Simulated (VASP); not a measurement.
Crystal: Ca3SbP.

```xyz
5
Lattice="5.3824 0.0000 0.0000 0.0000 5.3824 0.0000 0.0000 0.0000 5.3824" Properties=species:S:1:pos:R:3 pbc="T T T"
Ca    0.0000    2.6912    2.6912
Ca    2.6912    0.0000    2.6912
Ca    2.6912    2.6912    0.0000
Sb    0.0000    0.0000    0.0000
P     2.6912    2.6912    2.6912
```

```yaml
Program: VASP 6.6.1
Task: relaxation of cell and atoms
Functional: LDA
Potentials_or_basis: VASP PAW LDA potentials, release 64 (Ca_sv, Sb, P)
Cutoff: 600 eV
k_mesh: 8 × 8 × 8
Occupations: gaussian, width 0.02 eV
Spin: no spin polarisation
```

At the start: pressure -2.7 GPa; volume 31.19 Å³/atom.

Task: Where does the relaxation end?

Result: Over 3 steps the energy falls by 18.5 meV/atom and the volume is 29.10 Å³/atom (-6.7 %); space group Pm-3m (No. 221, to 0.05 Å).

Step by step:
| step | energy change (eV) | largest force (eV/Å) | pressure (GPa) | volume (Å³) |
| --- | --- | --- | --- | --- |
| 1 | 0.0000 | 0.0000 | -2.70 | 155.93 |
| 2 | -0.0914 | 0.0000 | 0.35 | 144.39 |
| 3 | -0.0926 | 0.0000 | 0.00 | 145.49 |

Final structure:
```xyz
5
Lattice="5.2595 0.0000 0.0000 0.0000 5.2595 0.0000 0.0000 0.0000 5.2595" Properties=species:S:1:pos:R:3 pbc="T T T"
Ca    0.0000    2.6298    2.6298
Ca    2.6298    0.0000    2.6298
Ca    2.6298    2.6298    0.0000
Sb    0.0000    0.0000    0.0000
P     2.6298    2.6298    2.6298
```
